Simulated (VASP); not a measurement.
# Al2Pt (Fm-3m) in VASP: notebook

The runs below take Al2Pt through single point, relaxation of cell and atoms, with r2SCAN.

Program: VASP 6.6.1. These are calculated values, not measurements. Logs are shortened: lines on timing, memory, paths and dates and some standing lists are left out, and cuts for length are marked.

### 1 The cell of the first run

It takes space group Fm-3m (No. 225, cubic). Conventional cell: a = 5.904 Å, b = 5.904 Å, c = 5.904 Å, α = 90.00°, β = 90.00°, γ = 90.00°. Within 3.4 Å of Al (site symmetry -43m) lie 4 Pt at 2.56 Å and 6 Al at 2.95 Å. Within 3.4 Å of Pt (site symmetry m-3m) lie 8 Al at 2.56 Å.

### 2 Single point, r2SCAN

Contents of POSCAR:

```
Al2Pt
1.0
    0.0000000000      2.9520216342      2.9520216342
    2.9520216342      0.0000000000      2.9520216342
    2.9520216342      2.9520216342      0.0000000000
Al Pt
2 1
Direct
    0.2500000000      0.2500000000      0.2500000000
    0.7500000000      0.7500000000      0.7500000000
    0.0000000000      0.0000000000      0.0000000000
```

Contents of INCAR.step1:

```
PREC     = Accurate       # precision mode
ENCUT    = 520            # plane-wave cutoff, eV
ISMEAR   = -1             # smearing method
SIGMA    = 0.05           # smearing width, eV
LREAL    = False          # projectors in reciprocal space
LASPH    = True           # aspherical terms in the spheres
NELM     = 100            # most SCF steps
NBANDS   = 15             # bands
GGA      = PE             # functional
ALGO     = Normal         # electronic algorithm
EDIFF    = 1E-4           # SCF threshold, eV
LWAVE    = True           # write WAVECAR
LCHARG   = False          # write CHGCAR
```

Contents of INCAR.step2:

```
PREC     = Accurate       # precision mode
ENCUT    = 520            # plane-wave cutoff, eV
EDIFF    = 1E-6           # SCF threshold, eV
ISMEAR   = -1             # smearing method
SIGMA    = 0.05           # smearing width, eV
LREAL    = False          # projectors in reciprocal space
LASPH    = True           # aspherical terms in the spheres
NELM     = 100            # most SCF steps
ALGO     = Normal         # electronic algorithm
ISIF     = 2              # what is computed and relaxed
LWAVE    = False          # write WAVECAR
LCHARG   = False          # write CHGCAR
METAGGA  = R2SCAN         # meta-GGA
LMIXTAU  = True         
NBANDS   = 15             # bands
ISTART   = 1
```

Contents of KPOINTS:

```
Automatic mesh
0
Gamma
  10 10 10
```

Potentials or basis: VASP PAW PBE potentials, release 64 (Al, Pt).

Launch:

```
$ cat potpaw_PBE.64/Al/POTCAR potpaw_PBE.64/Pt/POTCAR > POTCAR
$ cp INCAR.step1 INCAR
$ mpirun -np 1 vasp_std > vasp.out
$ cp INCAR.step2 INCAR
$ mpirun -np 1 vasp_std > vasp.out
```

OUTCAR:

```text
PREC = Accurate
   ENCUT = 520
   EDIFF = 1E-6
   ISMEAR = -1
   LREAL = False
   LASPH = True
   NELM = 100
   ISIF = 2
   METAGGA = R2SCAN
   ISTART = 1

 ion  position               nearest neighbor table
   1  0.250  0.250  0.250-   3 2.56   3 2.56   3 2.56   3 2.56   2 2.95   2 2.95   2 2.95   2 2.95
                             2 2.95   2 2.95
   2  0.750  0.750  0.750-   3 2.56   3 2.56   3 2.56   3 2.56   1 2.95   1 2.95   1 2.95   1 2.95
                             1 2.95   1 2.95
   3  0.000  0.000  0.000-   2 2.56   2 2.56   1 2.56   2 2.56   1 2.56   1 2.56   2 2.56   1 2.56

  LATTYP: Found a face centered cubic cell.
 ALAT       =     5.9040432684

  Lattice vectors:

 A1 = (   0.0000000000,   2.9520216342,   2.9520216342)
 A2 = (   2.9520216342,   0.0000000000,   2.9520216342)
 A3 = (   2.9520216342,   2.9520216342,   0.0000000000)

Analysis of symmetry for initial positions (statically):
=====================================================================
 Subroutine PRICEL returns:
 Original cell was already a primitive cell.

 Routine SETGRP: Setting up the symmetry group for a
 face centered cubic supercell.

 Subroutine GETGRP returns: Found 48 space group operations
 (whereof 48 operations were pure point group operations)
 out of a pool of 48 trial point group operations.

The static configuration has the point symmetry O_h .

Analysis of symmetry for dynamics (positions and initial velocities):
=====================================================================
 Subroutine PRICEL returns:
 Original cell was already a primitive cell.

 Routine SETGRP: Setting up the symmetry group for a
 face centered cubic supercell.

 Subroutine GETGRP returns: Found 48 space group operations
 (whereof 48 operations were pure point group operations)
 out of a pool of 48 trial point group operations.

The dynamic configuration has the point symmetry O_h .

 Subroutine INISYM returns: Found 48 space group operations
 (whereof 48 operations are pure point group operations),
 and found     1 'primitive' translations

----------------------------------------------------------------------------------------

                                     Primitive cell

  volume of cell :      51.4504

  direct lattice vectors                    reciprocal lattice vectors
     0.000000000  2.952021634  2.952021634    -0.169375452  0.169375452  0.169375452
     2.952021634  0.000000000  2.952021634     0.169375452 -0.169375452  0.169375452
     2.952021634  2.952021634  0.000000000     0.169375452  0.169375452 -0.169375452

  length of vectors
     4.174789032  4.174789032  4.174789032     0.293366889  0.293366889  0.293366889

  position of ions in fractional coordinates (direct lattice)
     0.250000000  0.250000000  0.250000000
     0.750000000  0.750000000  0.750000000
     0.000000000  0.000000000  0.000000000

  ion indices of the primitive-cell ions
   primitive index   ion index
                 1           1
                 2           2
                 3           3

----------------------------------------------------------------------------------------

 KPOINTS: Automatic mesh

Automatic generation of k-mesh.
 Grid dimensions read from file:
 generate k-points for:   10   10   10

 Generating k-lattice:

  Cartesian coordinates                     Fractional coordinates (reciprocal lattice)
    -0.016937545  0.016937545  0.016937545     0.100000000  0.000000000  0.000000000
     0.016937545 -0.016937545  0.016937545     0.000000000  0.100000000  0.000000000
     0.016937545  0.016937545 -0.016937545     0.000000000  0.000000000  0.100000000

  Length of vectors
     0.029336689  0.029336689  0.029336689

  Shift w.r.t. Gamma in fractional coordinates (k-lattice)
     0.000000000  0.000000000  0.000000000

 Subroutine IBZKPT returns following result:
 ===========================================

 Found     47 irreducible k-points:

 Following reciprocal coordinates:
            Coordinates               Weight
  0.000000  0.000000  0.000000      1.000000
  0.100000  0.000000  0.000000      8.000000
  0.200000  0.000000  0.000000      8.000000
  0.300000  0.000000  0.000000      8.000000
  0.400000  0.000000  0.000000      8.000000
  0.500000  0.000000  0.000000      4.000000
[... 16 lines left out ...]
  0.300000  0.300000  0.000000      6.000000
  0.400000  0.300000  0.000000     24.000000
 [... further k-points ...]
   k-points           NKPTS =     47   k-points in BZ     NKDIM =     47   number of bands    NBANDS=     15
   number of dos      NEDOS =    301   number of ions     NIONS =      3
   total plane-waves  NPLWV =  32768
   dimension x,y,z NGX =    32 NGY =   32 NGZ =   32
   dimension x,y,z NGXF=    64 NGYF=   64 NGZF=   64
   ions per type =               2   1
   NGX,Y,Z   is equivalent  to a cutoff of  12.74, 12.74, 12.74 a.u.
   NGXF,Y,Z  is equivalent  to a cutoff of  25.49, 25.49, 25.49 a.u.
 SYSTEM =  unknown system
   PREC   = accura    normal or accurate (medium, high low for compatibility)
   ISTART =      1    job   : 0-new  1-cont  2-samecut
   ICHARG =      0    charge: 1-file 2-atom 10-const
   ISPIN  =      1    spin polarized calculation?
   LNONCOLLINEAR =      F non collinear calculations
   LSORBIT =      F    spin-orbit coupling
   LASPH  =      T    aspherical Exc in radial PAW
   ENCUT  =  520.0 eV  38.22 Ry    6.18 a.u.   7.76  7.76  7.76*2*pi/ulx,y,z
   NELM   =    100;   NELMIN=  2; NELMDL=  0     # of ELM steps
   EDIFF  = 0.1E-05   stopping-criterion for ELM
   LREAL  =      F    real-space projection
   EDIFFG = 0.1E-04   stopping-criterion for IOM
   NSW    =      0    number of steps for IOM
   IBRION =     -1    ionic relax: 0-MD 1-quasi-New 2-CG
   NFREE  =      0    steps in history (QN), initial steepest desc. (CG)
   ISIF   =      2    stress and relaxation
   ISYM   =      2    0-nonsym 1-usesym 2-fastsym
   POTIM  = 0.5000    time-step for ionic-motion
   TEBEG  =    0.0;   TEEND  =   0.0 temperature during run
   PSTRESS=    0.0 pullay stress
   NELECT =      16.0000    total number of electrons
   NUPDOWN=      -1.0000    fix difference up-down
   EMIN   =  10.00;   EMAX   =-10.00  energy-range for DOS
   EFERMI =   0.00;   METHOD = LEGACY
   ISMEAR =    -1;   SIGMA  =   0.05  broadening in eV -4-tet -1-fermi 0-gaus
   EFERMI_NEDOS =   21; number of points for ismear=-14 and -15
   IALGO  =     38    algorithm
   IMIX   =      4    mixing-type and parameters
     AMIX     =   0.40;   BMIX     =  1.00
     AMIX_MAG =   1.60;   BMIX_MAG =  1.00
  volume/ion in A,a.u.               =      17.15       115.73
  Fermi-wavevector in a.u.,A,eV,Ry     =   1.109137  2.095965 16.737689  1.230185
  Thomas-Fermi vector in A             =   2.245673
   LORBIT       =      0    0 simple, 1 ext, 2 COOP (PROOUT), +10 PAW based schemes
   METAGGA = R2SCAN    functional components
   LHFCALC =     F    Hartree Fock is set to
   AEXX    =    0.0000 exact exchange contribution
   IVDW    =     0    specifies the selected vdW correction
   LEPSILON=     F    determine dielectric tensor
   LRPA    =     F    only Hartree local field effects (RPA)
 non-spin polarized calculation
  energy-cutoff  :      520.00
  volume of cell :       51.45
 maximum number of plane-waves:      1411
   NGX = 15   NGY = 15   NGZ = 15

 number of electron      16.0000000 magnetization

 Free energy of the ion-electron system (eV)
  ---------------------------------------------------
  ext. energy  EPLUGINS =         0.00000000
  ---------------------------------------------------
  free energy    TOTEN  =       -67.91766711 eV

  energy without entropy =      -67.90894088  energy(sigma->0) =      -67.91330400

 E-fermi :   7.8213     XC(G=0): -11.4749

 val. band max:        7.7845757551   @ k =   0.5000   0.3000   0.1000
 cond. band min:       7.9208733755   @ k =   0.5000   0.2000   0.0000
 fundamental gap:      0.1362976204
 Fermi energy:         7.8212573534

 k-point     1 :       0.0000    0.0000    0.0000
  band No.  band energies     occupation
      1      -2.9385      2.00000
      2       2.4904      2.00000
      3       2.4904      2.00000
      4       2.4904      2.00000
      5       3.9104      2.00000
      6       3.9104      2.00000
      7      11.5249      0.00000
      8      11.8037      0.00000
      9      11.8037      0.00000
     10      11.8037      0.00000
     11      13.6287      0.00000
     12      13.6287      0.00000
     13      13.6287      0.00000
     14      14.7443      0.00000
     15      14.7443      0.00000

 k-point     2 :       0.1000    0.0000    0.0000
  band No.  band energies     occupation
      1      -2.7928      2.00000
      2       2.4118      2.00000
      3       2.5397      2.00000
      4       2.5397      2.00000
      5       3.8944      2.00000
      6       3.8944      2.00000
      7      10.1594      0.00000
      8      11.4150      0.00000
      9      11.4150      0.00000
     10      11.7130      0.00000
     11      14.0628      0.00000
     12      14.0628      0.00000
     13      14.4155      0.00000
     14      14.4424      0.00000
     15      14.4424      0.00000
[... 365 lines left out ...]
      3       3.1491      2.00000
      4       3.1491      2.00000
      5       3.1669      2.00000
      6       4.2540      2.00000
      7       6.7534      2.00000
      8       7.6864      1.87361
      9       7.6865      1.87360
     10      11.3964      0.00000
     11      11.8487      0.00000
     12      16.6712      0.00000
     13      16.6712      0.00000
     14      16.7839      0.00000
     15      16.9172      0.00000

 k-point    24 :       0.4000    0.3000    0.0000
  band No.  band energies     occupation
      1      -0.5605      2.00000
      2       1.6563      2.00000
      3       2.8486      2.00000
      4       3.3337      2.00000
      5       3.5273      2.00000
      6       4.3149      2.00000
      7       5.3549      2.00000
      8       7.1585      2.00000
      9       7.1939      1.99999
     10      11.5122      0.00000
     11      12.0849      0.00000
     12      15.8500      0.00000
     13      16.8477      0.00000
     14      17.6135      0.00000
     15      18.1628      0.00000

 [... further k-points ...]

------------------------ aborting loop because EDIFF is reached ----------------------------------------

  FORCE on cell =-STRESS in cart. coord.  units (eV):
  Direction    XX          YY          ZZ          XY          YZ          ZX
  --------------------------------------------------------------------------------------
  -------------------------------------------------------------------------------------
  Total       -0.0763238     -0.0763238     -0.0763238     -0.0000000     -0.0000000      0.0000000
  in kB       -2.3767405     -2.3767405     -2.3767405     -0.0000000     -0.0000000      0.0000000
  external PRESSURE =      -2.3767405 kB  Pullay stress =       0.0000000 kB

 VOLUME and BASIS-vectors are now :
 -----------------------------------------------------------------------------
  energy-cutoff  :      520.00
  volume of cell :       51.45
      direct lattice vectors                 reciprocal lattice vectors
     0.000000000  2.952021634  2.952021634    -0.169375452  0.169375452  0.169375452
     2.952021634  0.000000000  2.952021634     0.169375452 -0.169375452  0.169375452
     2.952021634  2.952021634  0.000000000     0.169375452  0.169375452 -0.169375452

 POSITION                                       TOTAL-FORCE (eV/Angst)
 -----------------------------------------------------------------------------------
      1.47601      1.47601      1.47601         0.000000     -0.000000      0.000000
      4.42803      4.42803      4.42803        -0.000000      0.000000     -0.000000
      0.00000      0.00000      0.00000         0.000000     -0.000000      0.000000
 -----------------------------------------------------------------------------------
    total drift:                                0.000000     -0.000000      0.000000

  FREE ENERGIE OF THE ION-ELECTRON SYSTEM (eV)
  ---------------------------------------------------
  free  energy   TOTEN  =       -67.9176671127 eV

  energy  without entropy=      -67.9089408784  energy(sigma->0) =      -67.91330400
```

Wall time 42 s (1 thread of Intel Xeon 6975P-C (Granite Rapids), shared host); peak memory 0.2 GiB.

What came out:

| Quantity | Value |
| --- | --- |
| Free energy | -67.9177 eV |
| Pressure | -0.2 GPa |
| Band gap on the k mesh | zero (band 8 reaches 11.80 eV, above the bottom of band 9 at 6.11 eV) |

Caveat: the PAW data sets were made with another functional, which shifts forces and pressure a little; spin-orbit coupling is left out, which moves the levels of the heavy elements.

### 3 Relaxation of cell and atoms, r2SCAN

This run uses another cell than the first one, of 16.17 Å³/atom, 0.943 times its volume.

Contents of POSCAR:

```
Al2Pt
1.0
    0.0000000000      2.8946769512      2.8946769512
    2.8946769512      0.0000000000      2.8946769512
    2.8946769512      2.8946769512      0.0000000000
Al Pt
2 1
Direct
    0.2500000000      0.2500000000      0.2500000000
    0.7500000000      0.7500000000      0.7500000000
    0.0000000000      0.0000000000      0.0000000000
```

Contents of INCAR.step1:

```
SYSTEM = Al2Pt
PREC = Accurate
ENCUT = 600
ISMEAR = -1
SIGMA = 0.05
LREAL = .FALSE.
LASPH = .TRUE.
NELM = 100
GGA = PE
ALGO = Normal
EDIFF = 1E-4
LWAVE = .TRUE.
LCHARG = .FALSE.
```

Contents of INCAR.step2:

```
SYSTEM = Al2Pt
PREC = Accurate
ENCUT = 600
EDIFF = 1E-7
ISMEAR = -1
SIGMA = 0.05
LREAL = .FALSE.
LASPH = .TRUE.
NELM = 100
ALGO = Normal
ISIF = 3
LWAVE = .FALSE.
LCHARG = .FALSE.
METAGGA = R2SCAN
LMIXTAU = .TRUE.
IBRION = 2
NSW = 100
EDIFFG = -0.005
ISTART = 1
```

Contents of KPOINTS:

```
Automatic mesh
0
G
  10 10 10
  0 0 0
```

Potentials or basis: VASP PAW PBE potentials, release 64 (Al, Pt).

Launch:

```
$ cat potpaw_PBE.64/Al/POTCAR potpaw_PBE.64/Pt/POTCAR > POTCAR
$ cp INCAR.step1 INCAR
$ mpirun -np 1 vasp_std > vasp.out
$ cp INCAR.step2 INCAR
$ mpirun -np 1 vasp_std > vasp.out
```

Wall time 7 min (1 thread of Intel Xeon 6975P-C (Granite Rapids), shared host); peak memory 0.24 GiB.

Results (log left out):

| Quantity | Value |
| --- | --- |
| Free energy | -67.9167 eV |
| Relaxed volume | 17.12 Å³/atom |
| Relaxed cell | a = 4.172 Å, b = 4.172 Å, c = 4.172 Å, α = 60.00°, β = 60.00°, γ = 60.00° |
| Space group after relaxing (to 0.05 Å) | Fm-3m (No. 225) |
| Energy gained by relaxing | 26.0 meV/atom |
| Ionic steps | 16 |
| Pressure after relaxing | 0.0 GPa |
| Band gap on the k mesh | zero (band 8 reaches 11.83 eV, above the bottom of band 9 at 6.13 eV) |

The path:
```tsv
step	energy change (eV)	largest force (eV/Å)	pressure (GPa)	volume (Å³)
1	0.0000	0.0000	9.28	48.51
2	0.0450	0.0000	-9.12	55.39
3	-0.0781	0.0000	-0.09	51.40
4	-0.0781	0.0000	0.07	51.34
5	-0.0781	0.0000	0.07	51.34
6	-0.0781	0.0000	0.07	51.35
7	-0.0781	0.0000	0.07	51.35
8	-0.0781	0.0000	0.07	51.35
9	-0.0781	0.0000	0.07	51.35
10	-0.0781	0.0000	0.07	51.35
11	-0.0781	0.0000	0.07	51.35
12	-0.0781	0.0000	0.06	51.35
13	-0.0781	0.0000	0.06	51.35
14	-0.0781	0.0000	0.06	51.35
15	-0.0781	0.0000	0.05	51.35
16	-0.0781	0.0000	0.04	51.35
```

Final structure:
```
CELL_PARAMETERS angstrom
0.00000 2.95017 2.95017
2.95017 0.00000 2.95017
2.95017 2.95017 0.00000
ATOMIC_POSITIONS crystal
Al 0.25000 0.25000 0.25000
Al 0.75000 0.75000 0.75000
Pt 0.00000 0.00000 0.00000
```

Levels at points of the mesh, in eV from the Fermi level:
| k point | band 5 | band 6 | band 7 | band 8 | band 9 | band 10 | band 11 | band 12 |
| --- | --- | --- | --- | --- | --- | --- | --- | --- |
| (0.00, 0.00, 0.00) | -3.92 | -3.92 | 3.72 | 3.98 | 3.98 | 3.98 | 5.82 | 5.82 |
| (0.50, 0.00, 0.00) | -3.91 | -3.66 | -3.66 | 1.05 | 1.05 | 4.35 | 5.56 | 5.56 |
| (0.50, 0.50, 0.00) | -3.98 | -3.62 | -3.38 | -1.71 | -1.71 | 3.60 | 3.75 | 8.47 |

Caveat: the PAW data sets were made with another functional, which shifts forces and pressure a little; spin-orbit coupling is left out, which moves the levels of the heavy elements. Zero-point motion and thermal expansion aren't in these numbers.
